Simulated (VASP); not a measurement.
# NiO2 (P-3m1) in VASP: notebook, part 3 of 3

VASP 6.6.1. Earlier steps stand in the parts before.

## 5. Single point, PBEsol

This run uses another cell than the first one, of the same volume but with other edges.

INCAR

```
SYSTEM = NiO2
PREC = Accurate
ENCUT = 700
EDIFF = 1E-6
ISMEAR = 0
SIGMA = 0.05
LREAL = .False.
LASPH = .True.
NELM = 120
ALGO = Normal
ISIF = 2
LWAVE = .False.
LCHARG = .False.
GGA = PS
NBANDS = 22
GGA_COMPAT = .False.
```

KPOINTS

```
Automatic mesh
0
Gamma
  12 12 6
  0 0 0
```

POSCAR

```
NiO2
1.0
    2.7839850047      0.0000000000      0.0000000000
   -1.3919925024      2.4110017378      0.0000000000
    0.0000000000      0.0000000000      4.9726140668
Ni O
1 2
Direct
    0.0000000000      0.0000000000      0.5000000000
    0.6666666667      0.3333333333      0.6625222406
    0.3333333333      0.6666666667      0.3374777594
```

Potentials or basis: VASP PAW PBE potentials, release 64 (Ni_sv_GW, O).

Started as:

```bash
> cat potpaw_PBE.64/Ni_sv_GW/POTCAR potpaw_PBE.64/O/POTCAR > POTCAR
> mpirun -np 1 vasp_std > vasp.out
```

OUTCAR:

```text
SYSTEM = NiO2
   PREC = Accurate
   ENCUT = 700
   EDIFF = 1E-6
   ISMEAR = 0
   LREAL = .False.
   LASPH = .True.
   NELM = 120
   ISIF = 2
   GGA = PS

 ion  position               nearest neighbor table
   1  0.000  0.000  0.500-   2 1.80   3 1.80   2 1.80   3 1.80   2 1.80   3 1.80
   2  0.667  0.333  0.663-   1 1.80   1 1.80   1 1.80
   3  0.333  0.667  0.337-   1 1.80   1 1.80   1 1.80

  LATTYP: Found a hexagonal cell.
 ALAT       =     2.7839850047
 C/A-ratio  =     1.7861497308

  Lattice vectors:

 A1 = (   2.7839850047,   0.0000000000,   0.0000000000)
 A2 = (  -1.3919925024,   2.4110017378,   0.0000000000)
 A3 = (   0.0000000000,   0.0000000000,   4.9726140668)

Analysis of symmetry for initial positions (statically):
=====================================================================
 Subroutine PRICEL returns:
 Original cell was already a primitive cell.

 Routine SETGRP: Setting up the symmetry group for a
 hexagonal supercell.

 Subroutine GETGRP returns: Found 12 space group operations
 (whereof 12 operations were pure point group operations)
 out of a pool of 24 trial point group operations.

The static configuration has the point symmetry D_3d.

Analysis of symmetry for dynamics (positions and initial velocities):
=====================================================================
 Subroutine PRICEL returns:
 Original cell was already a primitive cell.

 Routine SETGRP: Setting up the symmetry group for a
 hexagonal supercell.

 Subroutine GETGRP returns: Found 12 space group operations
 (whereof 12 operations were pure point group operations)
 out of a pool of 24 trial point group operations.

The dynamic configuration has the point symmetry D_3d.

 Subroutine INISYM returns: Found 12 space group operations
 (whereof 12 operations are pure point group operations),
 and found     1 'primitive' translations

[... 111 lines left out ...]
   ISMEAR =     0;   SIGMA  =   0.05  broadening in eV -4-tet -1-fermi 0-gaus
   EFERMI_NEDOS =   21; number of points for ismear=-14 and -15
   IALGO  =     38    algorithm
   IMIX   =      4    mixing-type and parameters
     AMIX     =   0.40;   BMIX     =  1.00
     AMIX_MAG =   1.60;   BMIX_MAG =  1.00
  volume/ion in A,a.u.               =      11.13        75.08
  Fermi-wavevector in a.u.,A,eV,Ry     =   1.579909  2.985596 33.961690  2.496114
  Thomas-Fermi vector in A             =   2.680217
   LORBIT       =      0    0 simple, 1 ext, 2 COOP (PROOUT), +10 PAW based schemes
   GGA     = PS    functional components
   LHFCALC =     F    Hartree Fock is set to
   AEXX    =    0.0000 exact exchange contribution
   IVDW    =     0    specifies the selected vdW correction
   LEPSILON=     F    determine dielectric tensor
   LRPA    =     F    only Hartree local field effects (RPA)
 non-spin polarized calculation
 Gauss-broadening in eV      SIGMA  =   0.05
  energy-cutoff  :      700.00
  volume of cell :       33.38
 maximum number of plane-waves:      1443
   NGX = 13   NGY = 13   NGZ = 21

 number of electron      30.0000009 magnetization

 Free energy of the ion-electron system (eV)
  ---------------------------------------------------
  ext. energy  EPLUGINS =         0.00000000
  ---------------------------------------------------
  free energy    TOTEN  =       -19.45169767 eV

  energy without entropy =      -19.45169767  energy(sigma->0) =      -19.45169767

 E-fermi :   2.3884     XC(G=0): -10.4372

 val. band max:        1.8491039416   @ k =   0.0833   0.0000   0.5000
 cond. band min:       2.8884210693   @ k =   0.3333   0.0000   0.3333
 fundamental gap:      1.0393171276
 Fermi energy:         2.3884061895

 k-point     1 :       0.0000    0.0000    0.0000
  band No.  band energies     occupation
      1    -102.4849      2.00000
      2     -63.1594      2.00000
      3     -63.1594      2.00000
      4     -62.6266      2.00000
      5     -19.0441      2.00000
      6     -15.4707      2.00000
[... 589 lines left out ...]
     21      19.2964      0.00000
     22      21.3265      0.00000

 [... further k-points ...]

------------------------ aborting loop because EDIFF is reached ----------------------------------------

  FORCE on cell =-STRESS in cart. coord.  units (eV):
  Direction    XX          YY          ZZ          XY          YZ          ZX
  --------------------------------------------------------------------------------------
  -------------------------------------------------------------------------------------
  Total        3.9849472      3.9849472      4.1254191     -0.0000000     -0.0000000      0.0000000
  in kB      191.2863505    191.2863505    198.0293172     -0.0000000     -0.0000000      0.0000000
  external PRESSURE =     193.5340061 kB  Pullay stress =       0.0000000 kB

 VOLUME and BASIS-vectors are now :
 -----------------------------------------------------------------------------
  energy-cutoff  :      700.00
  volume of cell :       33.38
      direct lattice vectors                 reciprocal lattice vectors
     2.783985005  0.000000000  0.000000000     0.359197337  0.207382679  0.000000000
    -1.391992502  2.411001738  0.000000000     0.000000000  0.414765358  0.000000000
     0.000000000  0.000000000  4.972614067     0.000000000  0.000000000  0.201101470

 POSITION                                       TOTAL-FORCE (eV/Angst)
 -----------------------------------------------------------------------------------
      0.00000      0.00000      2.48631         0.000000      0.000000      0.000000
      1.39199      0.80367      3.29447         0.000000     -0.000000      2.715042
     -0.00000      1.60733      1.67815        -0.000000      0.000000     -2.715042
 -----------------------------------------------------------------------------------
    total drift:                                0.000000     -0.000000      0.000000

  FREE ENERGIE OF THE ION-ELECTRON SYSTEM (eV)
  ---------------------------------------------------
  free  energy   TOTEN  =       -19.4516976722 eV

  energy  without entropy=      -19.4516976722  energy(sigma->0) =      -19.45169767
```

stdout:

```text
POSCAR found type information on POSCAR NiO
 POSCAR found :  2 types and       3 ions
 scaLAPACK will be used
 -----------------------------------------------------------------------------
|                                                                             |
|                                                                             |
|     You enforced a specific xc type in the INCAR file but a different       |
|     I HOPE YOU KNOW WHAT YOU ARE DOING!                                     |
|                                                                             |
 -----------------------------------------------------------------------------

 LDA part: xc-table for (Slater+PW92), standard interpolation
 POSCAR, INCAR and KPOINTS ok, starting setup
 FFT: planning ... GRIDC
 FFT: planning ... GRID_SOFT
 FFT: planning ... GRID
 WAVECAR not read
 entering main loop
```

Wall time 2.8 min (1 thread of AMD EPYC 7R13 (Zen 3), shared host); peak memory 0.25 GiB.

Results:

* Free energy: -19.4517 eV
* Pressure: 19.4 GPa
* Largest force: 2.715 eV/Å
* Band gap on the k mesh: 1.04 eV (least direct gap 1.55 eV)

Forces on the atoms (eV/Å):
```
Ni   0.000  0.000  0.000
O    0.000  0.000  2.715
O    0.000  0.000 -2.715
```

Levels at points of the mesh, in eV from the valence-band top:
| k point | band 13 | band 14 | band 15 | band 16 | band 17 | band 18 |
| --- | --- | --- | --- | --- | --- | --- |
| (0.00, 0.00, 0.00) | -1.62 | -1.58 | -0.16 | 2.51 | 2.51 | 7.21 |
| (0.50, 0.00, 0.00) | -2.08 | -2.03 | -1.16 | 1.50 | 2.45 | 12.43 |
| (0.00, 0.00, 0.50) | -1.62 | -1.62 | 0.00 | 2.52 | 2.52 | 8.64 |
| (0.50, 0.00, 0.50) | -2.08 | -1.81 | -1.20 | 1.49 | 2.43 | 11.44 |

Caveat: the cell stands under pressure; the PAW data sets were made with another functional, which shifts forces and pressure a little; the run has no spin polarisation, though such a crystal can be magnetic. A k mesh can miss the band edges.

## 6. Single point, PBEsol

This run uses another cell than the first one, of the same volume but with other edges.

INCAR

```
PREC = Accurate
ENCUT = 700
EDIFF = 1E-6
ISMEAR = 0
SIGMA = 0.05
LREAL = False
LASPH = True
NELM = 120
ALGO = Normal
ISIF = 2
LWAVE = False
LCHARG = False
GGA = PS
NBANDS = 22
GGA_COMPAT = False
```

KPOINTS

```
Automatic mesh
0
Gamma
  12 12 6
```

POSCAR

```
NiO2
1.0
    2.7656549825      0.0000000000      0.0000000000
   -1.3828274913      2.3951274729      0.0000000000
    0.0000000000      0.0000000000      5.0387468126
Ni O
1 2
Direct
    0.0000000000      0.0000000000      0.5000000000
    0.6666666667      0.3333333333      0.6750910825
    0.3333333333      0.6666666667      0.3249089175
```

Potentials or basis: VASP PAW PBE potentials, release 64 (Ni_sv_GW, O).

Started as:

```bash
> cat potpaw_PBE.64/Ni_sv_GW/POTCAR potpaw_PBE.64/O/POTCAR > POTCAR
> mpirun -np 1 vasp_std > vasp.out
```

Wall time 67 s (1 thread of AMD EPYC 9R45 (Zen 5), shared host); peak memory 0.24 GiB.

It converged, with:

```yaml
Free_energy: -19.7030 eV
Pressure: 10.5 GPa
Largest_force: 1.278 eV/Å
Band_gap_on_the_k_mesh: 1.12 eV (least direct gap 1.46 eV)
```

Forces on the atoms (eV/Å):
```
Ni   0.000  0.000  0.000
O    0.000  0.000  1.278
O    0.000  0.000 -1.278
```

Stress tensor (GPa, compression positive):
```
10.88  0.00  0.00
 0.00 10.88  0.00
 0.00  0.00  9.84
```

Levels at points of the mesh, in eV from the valence-band top:
```
           k point  band 11  band 12  band 13  band 14  band 15  band 16  band 17  band 18  band 19  band 20
(0.00, 0.00, 0.00)    -2.35    -1.32    -1.32    -1.30    -0.22     2.48     2.48     7.50    11.10    13.57
(0.50, 0.00, 0.00)    -3.29    -2.06    -1.97    -1.81    -1.10     1.67     2.38    12.56    13.09    13.91
(0.00, 0.00, 0.50)    -2.35    -1.96    -1.33    -1.33    -0.04     2.49     2.49     9.12    10.02    12.51
(0.50, 0.00, 0.50)    -3.27    -1.97    -1.82    -1.82    -1.14     1.67     2.35    11.80    12.91    14.56
```

Caveat: the cell stands under pressure; the PAW data sets were made with another functional, which shifts forces and pressure a little; the run has no spin polarisation, though such a crystal can be magnetic. Spin polarisation is off, so any magnetic state and its effect on volume and gap are missing.

## 7. The runs side by side

| cell | gap on the mesh (eV) | pressure (GPa) | largest force (eV/Å) |
| --- | --- | --- | --- |
| a = 2.862, b = 2.862, c = 4.704 Å, angles 90.0, 90.0, 120.0°, 3 atoms, atomic positions A | 0.89 | -4.6 | 0.29 |
| a = 2.803, b = 2.803, c = 4.906 Å, angles 90.0, 90.0, 120.0°, 3 atoms, atomic positions B | 0.97 | 17.5 | 2.70 |
| a = 2.822, b = 2.822, c = 4.839 Å, angles 90.0, 90.0, 120.0°, 3 atoms, atomic positions A | 0.98 | -2.2 | 0.18 |
| a = 2.784, b = 2.784, c = 4.973 Å, angles 90.0, 90.0, 120.0°, 3 atoms, atomic positions B | 1.04 | 19.4 | 2.72 |
| a = 2.766, b = 2.766, c = 5.039 Å, angles 90.0, 90.0, 120.0°, 3 atoms, atomic positions C | 1.12 | 10.5 | 1.28 |

Alike in all rows: task single point; level PBEsol; potentials or basis VASP PAW PBE potentials, release 64 (Ni_sv_GW, O); no spin polarisation; k mesh 12 × 12 × 6; cutoff (eV) 700; smearing gaussian 0.05 eV.

Caveats: the PAW data sets were made with another functional, which shifts forces and pressure a little; the run has no spin polarisation, though such a crystal can be magnetic; the cell stands under pressure (at least some runs); the stress differs along the axes, from -8 to 2 GPa (at least some runs).

Absolute energies hang on the potentials; compare differences alone.
